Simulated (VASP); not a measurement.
# Mo2C3 (P4/mmm) in VASP: a series of runs

The runs below take Mo2C3 through single point, relaxation of cell and atoms, with PBE.

Program: VASP 6.6.1. These are calculated values, not measurements. Logs are shortened: lines on timing, memory, paths and dates and some standing lists are left out, and cuts for length are marked.

## (1) The cell of the first run

The structure is tetragonal, space group P4/mmm (No. 123). The conventional cell has a = 3.614 Å, b = 3.614 Å, c = 5.445 Å, α = 90.00°, β = 90.00°, γ = 90.00°. Within 3.0 Å of Mo (site symmetry mmm) lie 4 C at 2.29 Å and 4 Mo at 2.56 Å. C (site symmetry 4mm) has 1 C at 1.31 Å within 1.8 Å. Within 1.8 Å of C (site symmetry 4/mmm) lie 2 C at 1.31 Å.

The cell was built from a structure type or drawn by symmetry, and may not be a known phase.

## (2) Single point, PBE

Contents of INCAR:

```
PREC = Accurate
ENCUT = 520
EDIFF = 1E-6
ISMEAR = 0
SIGMA = 0.1
LREAL = False
LASPH = True
NELM = 80
ALGO = Normal
ISIF = 2
LWAVE = False
LCHARG = False
GGA = PE
NBANDS = 28
```

Contents of KPOINTS:

```
Automatic mesh
0
Gamma
  6 6 4
```

Contents of POSCAR:

```
Mo2C3
1.0
    3.6138565015      0.0000000000      0.0000000000
    0.0000000000      3.6138565015      0.0000000000
    0.0000000000      0.0000000000      5.4446152082
Mo C
2 3
Direct
    0.5000000000      0.0000000000      0.5000000000
    0.0000000000      0.5000000000      0.5000000000
    0.0000000000      0.0000000000      0.2414441903
    0.0000000000      0.0000000000      0.7585558097
    0.0000000000      0.0000000000      0.0000000000
```

Potentials or basis: VASP PAW PBE potentials, release 64 (Mo_sv, C).

On the command line:

```console
> cat potpaw_PBE.64/Mo_sv/POTCAR potpaw_PBE.64/C/POTCAR > POTCAR
> mpirun -np 1 vasp_std > vasp.out
```

OUTCAR:

```text
PREC = Accurate
   ENCUT = 520
   EDIFF = 1E-6
   ISMEAR = 0
   LREAL = False
   LASPH = True
   NELM = 80
   ISIF = 2
   GGA = PE

 ion  position               nearest neighbor table
   1  0.500  0.000  0.500-   3 2.29   4 2.29   3 2.29   4 2.29   2 2.56   2 2.56   2 2.56   2 2.56

   2  0.000  0.500  0.500-   3 2.29   4 2.29   3 2.29   4 2.29   1 2.56   1 2.56   1 2.56   1 2.56

   3  0.000  0.000  0.241-   5 1.31   2 2.29   1 2.29   2 2.29   1 2.29
   4  0.000  0.000  0.759-   5 1.31   2 2.29   1 2.29   2 2.29   1 2.29
   5  0.000  0.000  0.000-   3 1.31   4 1.31

  LATTYP: Found a simple tetragonal cell.
 ALAT       =     3.6138565015
 C/A-ratio  =     1.5065941899

  Lattice vectors:

 A1 = (   3.6138565015,   0.0000000000,   0.0000000000)
 A2 = (   0.0000000000,   3.6138565015,   0.0000000000)
 A3 = (   0.0000000000,   0.0000000000,   5.4446152082)

Analysis of symmetry for initial positions (statically):
=====================================================================
 Subroutine PRICEL returns:
 Original cell was already a primitive cell.

 Routine SETGRP: Setting up the symmetry group for a
 simple tetragonal supercell.

 Subroutine GETGRP returns: Found 16 space group operations
 (whereof 16 operations were pure point group operations)
 out of a pool of 16 trial point group operations.

The static configuration has the point symmetry D_4h.

Analysis of symmetry for dynamics (positions and initial velocities):
=====================================================================
 Subroutine PRICEL returns:
 Original cell was already a primitive cell.

 Routine SETGRP: Setting up the symmetry group for a
 simple tetragonal supercell.

 Subroutine GETGRP returns: Found 16 space group operations
 (whereof 16 operations were pure point group operations)
 out of a pool of 16 trial point group operations.

The dynamic configuration has the point symmetry D_4h.

 Subroutine INISYM returns: Found 16 space group operations
 (whereof 16 operations are pure point group operations),
 and found     1 'primitive' translations

----------------------------------------------------------------------------------------

                                     Primitive cell

  volume of cell :      71.1065

  direct lattice vectors                    reciprocal lattice vectors
     3.613856501  0.000000000  0.000000000     0.276712703  0.000000000  0.000000000
     0.000000000  3.613856501  0.000000000     0.000000000  0.276712703  0.000000000
[... 94 lines left out ...]
   NSW    =      0    number of steps for IOM
   IBRION =     -1    ionic relax: 0-MD 1-quasi-New 2-CG
   NFREE  =      0    steps in history (QN), initial steepest desc. (CG)
   ISIF   =      2    stress and relaxation
   ISYM   =      2    0-nonsym 1-usesym 2-fastsym
   POTIM  = 0.5000    time-step for ionic-motion
   TEBEG  =    0.0;   TEEND  =   0.0 temperature during run
   PSTRESS=    0.0 pullay stress
   NELECT =      40.0000    total number of electrons
   NUPDOWN=      -1.0000    fix difference up-down
   EMIN   =  10.00;   EMAX   =-10.00  energy-range for DOS
   EFERMI =   0.00;   METHOD = LEGACY
   ISMEAR =     0;   SIGMA  =   0.10  broadening in eV -4-tet -1-fermi 0-gaus
   EFERMI_NEDOS =   21; number of points for ismear=-14 and -15
   IALGO  =     38    algorithm
   IMIX   =      4    mixing-type and parameters
     AMIX     =   0.40;   BMIX     =  1.00
     AMIX_MAG =   1.60;   BMIX_MAG =  1.00
  volume/ion in A,a.u.               =      14.22        95.97
  Fermi-wavevector in a.u.,A,eV,Ry     =   1.351425  2.553822 24.848980  1.826349
  Thomas-Fermi vector in A             =   2.478847
   LORBIT       =      0    0 simple, 1 ext, 2 COOP (PROOUT), +10 PAW based schemes
   GGA     = PE    functional components
   LHFCALC =     F    Hartree Fock is set to
   AEXX    =    0.0000 exact exchange contribution
   IVDW    =     0    specifies the selected vdW correction
   LEPSILON=     F    determine dielectric tensor
   LRPA    =     F    only Hartree local field effects (RPA)
 non-spin polarized calculation
 Gauss-broadening in eV      SIGMA  =   0.10
  energy-cutoff  :      520.00
  volume of cell :       71.11
 maximum number of plane-waves:      1948
 NGX is ok and might be reduce to    28
   NGX = 13   NGY = 13   NGZ = 21

 number of electron      39.9999991 magnetization

 Free energy of the ion-electron system (eV)
  ---------------------------------------------------
  ext. energy  EPLUGINS =         0.00000000
  ---------------------------------------------------
  free energy    TOTEN  =       -45.09020801 eV

  energy without entropy =      -45.07726210  energy(sigma->0) =      -45.08373506

 E-fermi :   6.2959     XC(G=0): -10.6242

 val. band max:        6.2596963634   @ k =   0.3333   0.1667   0.2500
 cond. band min:       6.2967781803   @ k =   0.5000   0.0000   0.0000
 fundamental gap:      0.0370818169
 Fermi energy:         6.2958790138

 k-point     1 :       0.0000    0.0000    0.0000
  band No.  band energies     occupation
      1     -55.0162      2.00000
      2     -54.5495      2.00000
      3     -29.6526      2.00000
      4     -29.6526      2.00000
      5     -29.0983      2.00000
      6     -28.6629      2.00000
[... 733 lines left out ...]
     27      11.7354      0.00000
     28      13.3705      0.00000

 [... further k-points ...]

------------------------ aborting loop because EDIFF is reached ----------------------------------------

  FORCE on cell =-STRESS in cart. coord.  units (eV):
  Direction    XX          YY          ZZ          XY          YZ          ZX
  --------------------------------------------------------------------------------------
  -------------------------------------------------------------------------------------
  Total        0.0771936      0.0771936      0.0067303      0.0000000      0.0000000     -0.0000000
  in kB        1.7393329      1.7393329      0.1516482      0.0000000      0.0000000     -0.0000000
  external PRESSURE =       1.2101047 kB  Pullay stress =       0.0000000 kB

 VOLUME and BASIS-vectors are now :
 -----------------------------------------------------------------------------
  energy-cutoff  :      520.00
  volume of cell :       71.11
      direct lattice vectors                 reciprocal lattice vectors
     3.613856501  0.000000000  0.000000000     0.276712703  0.000000000  0.000000000
     0.000000000  3.613856501  0.000000000     0.000000000  0.276712703  0.000000000
     0.000000000  0.000000000  5.444615208     0.000000000  0.000000000  0.183667709

 POSITION                                       TOTAL-FORCE (eV/Angst)
 -----------------------------------------------------------------------------------
      1.80693      0.00000      2.72231         0.000000      0.000000      0.000000
      0.00000      1.80693      2.72231         0.000000      0.000000      0.000000
      0.00000      0.00000      1.31457        -0.000000      0.000000      0.016912
      0.00000      0.00000      4.13004         0.000000     -0.000000     -0.016912
      0.00000      0.00000      0.00000         0.000000      0.000000      0.000000
 -----------------------------------------------------------------------------------
    total drift:                                0.000000      0.000000      0.000000

  FREE ENERGIE OF THE ION-ELECTRON SYSTEM (eV)
  ---------------------------------------------------
  free  energy   TOTEN  =       -45.0902080108 eV

  energy  without entropy=      -45.0772621039  energy(sigma->0) =      -45.08373506
```

OSZICAR:

```text
N       E                     dE             d eps       ncg     rms          rms(c)
DAV:   1     0.375693467251E+03    0.37569E+03   -0.24213E+04  1752   0.140E+03
DAV:   2    -0.354420412706E+02   -0.41114E+03   -0.40201E+03  1996   0.407E+02
DAV:   3    -0.507403627855E+02   -0.15298E+02   -0.14970E+02  2092   0.764E+01
DAV:   4    -0.510111608774E+02   -0.27080E+00   -0.27001E+00  2020   0.960E+00
DAV:   5    -0.510162817994E+02   -0.51209E-02   -0.51193E-02  2084   0.126E+00    0.282E+01
DAV:   6    -0.459311413648E+02    0.50851E+01   -0.33600E+01  1988   0.286E+01    0.798E+00
DAV:   7    -0.451979006579E+02    0.73324E+00   -0.50810E+00  1960   0.119E+01    0.609E+00
DAV:   8    -0.450904899807E+02    0.10741E+00   -0.34590E-01  1960   0.353E+00    0.207E+00
DAV:   9    -0.450886707576E+02    0.18192E-02   -0.79521E-02  1944   0.144E+00    0.406E-01
DAV:  10    -0.450895259425E+02   -0.85518E-03   -0.10274E-02  1984   0.564E-01    0.181E-01
DAV:  11    -0.450899821392E+02   -0.45620E-03   -0.17614E-03  2036   0.250E-01    0.669E-02
DAV:  12    -0.450901854694E+02   -0.20333E-03   -0.29948E-04  1856   0.898E-02    0.135E-02
DAV:  13    -0.450902031288E+02   -0.17659E-04   -0.18065E-05  1856   0.208E-02    0.658E-03
DAV:  14    -0.450902075624E+02   -0.44336E-05   -0.53057E-06  1616   0.115E-02    0.217E-03
DAV:  15    -0.450902080108E+02   -0.44845E-06   -0.57202E-07  1284   0.438E-03
   1 F= -.45090208E+02 E0= -.45083735E+02  d E =-.129459E-01
```

Wall time 23 s (1 thread of Intel Xeon 6975P-C (Granite Rapids), shared host); peak memory 0.19 GiB.

Results:

```
Free energy            : -45.0902 eV
Pressure               : 0.1 GPa
Largest force          : 0.017 eV/Å
Band gap on the k mesh : zero (bands 20 and 21 overlap by 1.64 eV)
```

Forces in eV/Å, atoms in the order of the input:
```
Mo   0.000  0.000  0.000
Mo   0.000  0.000  0.000
C    0.000  0.000  0.017
C    0.000  0.000 -0.017
C    0.000  0.000  0.000
```

## (3) Relaxation of cell and atoms, PBE

This run uses another cell than the first one, of 16.67 Å³/atom.

Contents of INCAR:

```
PREC = Accurate
ENCUT = 600
EDIFF = 1E-6
ISMEAR = 0
SIGMA = 0.1
LREAL = F
LASPH = T
NELM = 60
ALGO = Normal
ISIF = 3
LWAVE = F
LCHARG = F
GGA = PE
IBRION = 2
NSW = 90
EDIFFG = -0.04
```

Contents of KPOINTS:

```
Automatic mesh
0
Gamma
  4 4 4
```

Contents of POSCAR:

```
Mo2C3
1.0
    3.8314511500      0.0000000000      0.0000000000
    0.0000000000      3.8314511500      0.0000000000
    0.0000000000      0.0000000000      5.6785514500
Mo C
2 3
Direct
    0.5000000000      0.0000000000      0.5000000000
    0.0000000000      0.5000000000      0.5000000000
    0.0000000000      0.0000000000      0.3463554700
    0.0000000000      0.0000000000      0.6536445300
    0.0000000000      0.0000000000      0.0000000000
```

Potentials or basis: VASP PAW PBE potentials, release 64 (Mo_sv, C).

On the command line:

```console
> cat potpaw_PBE.64/Mo_sv/POTCAR potpaw_PBE.64/C/POTCAR > POTCAR
> mpirun -np 1 vasp_std > vasp.out
```

Wall time 5.1 min (1 thread of Intel Xeon 6975P-C (Granite Rapids), shared host); peak memory 0.25 GiB.

The run converged. Its results:

| Item | Value |
| --- | --- |
| Free energy | -45.0319 eV |
| Relaxed volume | 14.26 Å³/atom |
| Relaxed cell | a = 3.636 Å, b = 3.636 Å, c = 5.393 Å, α = 90.00°, β = 90.00°, γ = 90.00° |
| Space group after relaxing (to 0.1 Å) | P4/mmm (No. 123) |
| Pressure after relaxing | 0.0 GPa |
| Largest force after relaxing | 0.013 eV/Å |
| Band gap on the k mesh | zero (bands 20 and 21 overlap by 1.57 eV) |

Forces on the atoms (eV/Å):
```
Mo   0.000  0.000  0.000
Mo   0.000  0.000  0.000
C    0.000  0.000 -0.013
C    0.000  0.000  0.013
C    0.000  0.000  0.000
```

Final structure:
```cif
data_structure
_symmetry_space_group_name_H-M 'P 1'
_symmetry_Int_Tables_number 1
_cell_length_a 3.6359
_cell_length_b 3.6359
_cell_length_c 5.3927
_cell_angle_alpha 90.000
_cell_angle_beta 90.000
_cell_angle_gamma 90.000
_cell_volume 71.29
loop_
_atom_site_label
_atom_site_type_symbol
_atom_site_fract_x
_atom_site_fract_y
_atom_site_fract_z
_atom_site_occupancy
Mo1 Mo 0.50000 0.00000 0.50000 1
Mo2 Mo 0.00000 0.50000 0.50000 1
C1 C 0.00000 0.00000 0.24390 1
C2 C 0.00000 0.00000 0.75610 1
C3 C 0.00000 0.00000 0.00000 1
```

Levels at points of the mesh, in eV from the Fermi level:
| k point | band 17 | band 18 | band 19 | band 20 | band 21 | band 22 | band 23 | band 24 |
| --- | --- | --- | --- | --- | --- | --- | --- | --- |
| (0.00, 0.00, 0.00) | -3.95 | -3.71 | -1.93 | 1.11 | 1.39 | 1.39 | 3.81 | 4.62 |
| (0.50, 0.00, 0.00) | -2.07 | -0.77 | -0.46 | -0.44 | -0.08 | -0.04 | 1.22 | 1.36 |
| (0.50, 0.50, 0.00) | -2.99 | -1.34 | -1.34 | 0.29 | 0.29 | 1.63 | 1.63 | 1.81 |
| (0.00, 0.00, 0.50) | -1.44 | -0.77 | -0.77 | -0.41 | -0.41 | 1.31 | 1.79 | 1.79 |
| (0.50, 0.00, 0.50) | -2.05 | -0.76 | -0.54 | -0.15 | -0.08 | 0.03 | 0.35 | 1.30 |
| (0.50, 0.50, 0.50) | -3.15 | -2.04 | -2.04 | 0.52 | 0.52 | 2.14 | 2.27 | 2.79 |

Caveat: the k points lie up to 0.43 Å⁻¹ apart in the final cell, too coarse for converged energies and pressures of a metal.

[end of part 1 of 2]
